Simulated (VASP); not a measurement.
Input of a VASP 6.6.1 run:

INCAR

```
PREC = Accurate
ENCUT = 520
EDIFF = 1E-7
ISMEAR = 0
SIGMA = 0.1
LREAL = False
LASPH = True
NELM = 150
ALGO = Normal
ISIF = 2
LWAVE = False
LCHARG = False
ISPIN = 2
MAGMOM = 0.86 -0.02
LORBIT = 11
NUPDOWN = 1.25
LMAXMIX = 4
GGA = PS
NBANDS = 20
```

The input KPOINTS:

```
regular mesh
0
Gamma
  12 12 12
```

The input POSCAR:

```
NbAs
1.0
    0.0000000000      2.8723581278      2.8723581278
    2.8723581278      0.0000000000      2.8723581278
    2.8723581278      2.8723581278      0.0000000000
Nb As
1 1
Direct
    0.0000000000      0.0000000000      0.0000000000
    0.2500000000      0.2500000000      0.2500000000
```

Potentials or basis: VASP PAW PBE potentials, release 64 (Nb_sv, As).

Launch:

```console
$ cat potpaw_PBE.64/Nb_sv/POTCAR potpaw_PBE.64/As/POTCAR > POTCAR
$ mpirun -np 1 vasp_std > vasp.out
```

Problem. Predict the pressure.

Solution. 2.5 GPa.

Caveat: the PAW data sets were made with another functional, which shifts forces and pressure a little; the total moment is fixed, so each spin has its own Fermi level.
